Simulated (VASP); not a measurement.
Input of a VASP 6.6.1 run:

The input INCAR:

```
ALGO     = Normal         # electronic algorithm
EDIFF    = 1E-6           # SCF threshold, eV
ENCUT    = 750            # plane-wave cutoff, eV
GGA      = PE             # functional
GGA_COMPAT= False        
ISIF     = 2              # what is computed and relaxed
ISMEAR   = 0              # smearing method
LASPH    = True           # aspherical terms in the spheres
LCHARG   = False          # write CHGCAR
LREAL    = False          # projectors in reciprocal space
LWAVE    = False          # write WAVECAR
NBANDS   = 13             # bands
NELM     = 120            # most SCF steps
PREC     = Accurate       # precision mode
SIGMA    = 0.01           # smearing width, eV
```

File KPOINTS:

```
k-points
0
Gamma
  8 8 8
```

File POSCAR:

```
Li2O
1.0
    0.0000000000      2.3354903298      2.3354903298
    2.3354903298      0.0000000000      2.3354903298
    2.3354903298      2.3354903298      0.0000000000
O Li
1 2
Direct
    0.0000000000      0.0000000000      0.0000000000
    0.2500000000      0.2500000000      0.2500000000
    0.7500000000      0.7500000000      0.7500000000
```

Potentials or basis: VASP PAW PBE potentials, release 64 (O, Li_sv).

Command:

```console
$ cat potpaw_PBE.64/O/POTCAR potpaw_PBE.64/Li_sv/POTCAR > POTCAR
$ mpirun -np 1 vasp_std > vasp.out
```

Problem. Predict the pressure.

Solution. -2.5 GPa.

Problem. Estimate the band gap on the k mesh.

Solution. 4.91 eV (least direct gap 5.03 eV).

A k mesh can miss the band edges.
